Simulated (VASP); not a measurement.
TiTe2:

```
Ti Te
1.0
     3.77700    0.00000    0.00000
    -1.88850    3.27098    0.00000
     0.00000    0.00000    6.49800
Ti Te
1 2
Cartesian
  0.0000 0.0000 0.0000
  1.8885 1.0903 1.7077
  0.0000 2.1807 4.7903
```

```yaml
Program: VASP 6.6.1
Task: relaxation of cell and atoms
Functional: PBE
Potentials_or_basis: VASP PAW PBE potentials, release 64 (Ti_sv, Te)
Cutoff: 600 eV
k_mesh: 11 × 11 × 6
Occupations: fermi-dirac, width 0.05 eV
Spin: no spin polarisation
```

At the start: pressure 0.9 GPa; volume 26.76 Å³/atom.

How do energy, volume and symmetry change on relaxing?

Over 13 steps the energy falls by 4.7 meV/atom and the volume is 28.02 Å³/atom (+4.7 %); space group P-3m1 (No. 164, to 0.05 Å).

The path:
```csv
step,energy change (eV),largest force (eV/Å),pressure (GPa),volume (Å³)
1,0.0000,0.0389,0.90,80.28
2,-0.0034,0.1856,-0.53,82.03
3,-0.0042,0.1164,-0.10,81.48
4,-0.0063,0.1075,-0.06,81.61
5,-0.0102,0.0837,0.09,81.98
6,-0.0096,0.0461,0.49,82.67
7,-0.0112,0.0617,0.26,82.32
8,-0.0129,0.0729,-0.06,83.24
9,-0.0132,0.0794,-0.18,83.67
10,-0.0130,0.0912,-0.46,84.54
11,-0.0133,0.0829,-0.28,83.94
12,-0.0141,0.0147,0.06,84.08
13,-0.0141,0.0014,0.01,84.06
```

Final structure:
```
Ti Te
1.0
     3.77105    0.00000    0.00000
    -1.88552    3.26582    0.00000
     0.00000    0.00000    6.82523
Ti Te
1 2
Direct
  0.00000 0.00000 0.00000
  0.66667 0.33333 0.25331
  0.33333 0.66667 0.74669
```

Caveat: this functional lacks dispersion, which binds the layers, so the pressure and a relaxed spacing across them are unreliable.
